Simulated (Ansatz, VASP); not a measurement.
One calculation of Al3BiO3, two programs

Contents of INCAR:

```
SYSTEM = Al3BiO3
PREC = Accurate ; ENCUT = 520
EDIFF = 1E-6 ; ISMEAR = 0
SIGMA = 0.1 ; LREAL = .FALSE.
LASPH = .TRUE. ; NELM = 80
ALGO = Normal ; ISIF = 2
LWAVE = .FALSE. ; LCHARG = .FALSE.
GGA = PE ; NBANDS = 30
```

The input KPOINTS:

```
regular mesh
0
G
  3 3 3
  0 0 0
```

File POSCAR:

```
Al3BiO3
1.0
    3.7248586605      2.1505481503      2.2004183607
   -3.7248586605      2.1505481503      2.2004183607
    0.0000000000     -4.3010963006      2.2004183607
Al Bi O
3 1 3
Direct
    0.4627248298      0.0232957878      0.4627248298
    0.0232957878      0.4627248298      0.4627248298
    0.4627248298      0.4627248298      0.0232957878
    0.8691395374      0.8691395374      0.8691395374
    0.2681354716      0.2681354716      0.6460440718
    0.2681354716      0.6460440718      0.2681354716
    0.6460440718      0.2681354716      0.2681354716
```

Input for Ansatz:

```yaml
crystal:
  lattice:
    - [3.7248586605, 2.1505481503, 2.2004183607]
    - [-3.7248586605, 2.1505481503, 2.2004183607]
    - [0.0, -4.3010963006, 2.2004183607]
  atoms:
    - { symbol: Al, position: [0.4627248298, 0.0232957878, 0.4627248298] }
    - { symbol: Al, position: [0.0232957878, 0.4627248298, 0.4627248298] }
    - { symbol: Al, position: [0.4627248298, 0.4627248298, 0.0232957878] }
    - { symbol: Bi, position: [0.8691395374, 0.8691395374, 0.8691395374] }
    - { symbol: O, position: [0.2681354716, 0.2681354716, 0.6460440718] }
    - { symbol: O, position: [0.2681354716, 0.6460440718, 0.2681354716] }
    - { symbol: O, position: [0.6460440718, 0.2681354716, 0.2681354716] }
basis:
  ecutwfc: 420
kpoints:
  mp_grid: { grid: [3, 3, 3] }
hamiltonian:
  xc: pbe
scf:
  occupations: { method: gaussian, width: 0.1 }
  lower_state_search: "off"
output:
  forces: true
  stress: true
  eigenvalues: true
```

Alike in both runs: task single point; functional PBE; k mesh 3 × 3 × 3; occupations gaussian, width 0.1 eV; no spin polarisation.

|  | VASP | Ansatz |
| --- | --- | --- |
| version | VASP 6.6.1 | Ansatz 0.2.0 |
| potentials or method | VASP PAW PBE potentials, release 64 (Al, Bi_d, O), cutoff 520 eV | scalar-relativistic, plane waves, PAW |
| valence electrons in the cell | 42 | 42 |

```tsv
	VASP	Ansatz	Ansatz less VASP
gap on the k mesh at the Fermi level (eV)	0.70	0.71	+0.011
least direct gap on the mesh (eV)	0.74	0.75	+0.006
pressure (GPa)	0.0	0.1	+0.10
traceless stress, the component that is largest in VASP (GPa)	-0.13	-0.13	+0.001
rms of the force components (eV/Å)	0.017	0.015	-0.0017
```

Atom by atom the forces differ by 0.002 eV/Å (rms over components).

The k mesh is coarse, so the values compare programs but aren't converged. Spin-orbit coupling is off throughout.
